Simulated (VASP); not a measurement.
Wanted: the native input for a VASP 6.6.1 run.

```
Task                   : relaxation of cell and atoms
Functional             : PBE
Potentials or basis    : VASP PAW PBE potentials, release 64 (Ag)
Cutoff                 : 600 eV
k mesh                 : 20 × 20 × 20
Occupations            : fermi-dirac, width 0.15 eV
Spin                   : no spin polarisation
Dipole correction      : no
Further INCAR settings : ALGO = Normal; EDIFF = 1e-06; IBRION = 2; EDIFFG = -0.001; NSW = 80; ISIF = 3
```

The structure of Ag lies in POSCAR:

```
Ag
1.0
   -1.6515992187      1.6515992187      1.6515992187
    1.6515992187     -1.6515992187      1.6515992187
    1.6515992187      1.6515992187     -1.6515992187
Ag
1
Direct
    0.0000000000      0.0000000000      0.0000000000
```

These files were run (other wordings do the same):

INCAR

```
PREC = Accurate
ENCUT = 600
EDIFF = 1E-6
ISMEAR = -1
SIGMA = 0.15
LREAL = F
LASPH = T
NELM = 80
ALGO = Normal
ISIF = 3
LWAVE = F
LCHARG = F
GGA = PE
IBRION = 2
NSW = 80
EDIFFG = -0.001
```

KPOINTS

```
regular mesh
0
Gamma
  20 20 20
```

Potentials or basis: VASP PAW PBE potentials, release 64 (Ag).

Launch:

```console
$ cat potpaw_PBE.64/Ag/POTCAR > POTCAR
$ mpirun -np 1 vasp_std > vasp.out
```

Results of the run:

- Relaxed volume: 17.97 Å³/atom
- Relaxed cell: a = 2.858 Å, b = 2.858 Å, c = 2.858 Å, α = 109.47°, β = 109.47°, γ = 109.47°
- Space group after relaxing (to 0.05 Å): Im-3m (No. 229)
- Energy gained by relaxing: 0.0 meV/atom
- Ionic steps: 5
- Pressure after relaxing: 0.0 GPa

Wall time 65 s on 1 thread of AMD EPYC 9R45 96-Core Processor (Zen 5) (shared host), peak memory 0.16 GiB.
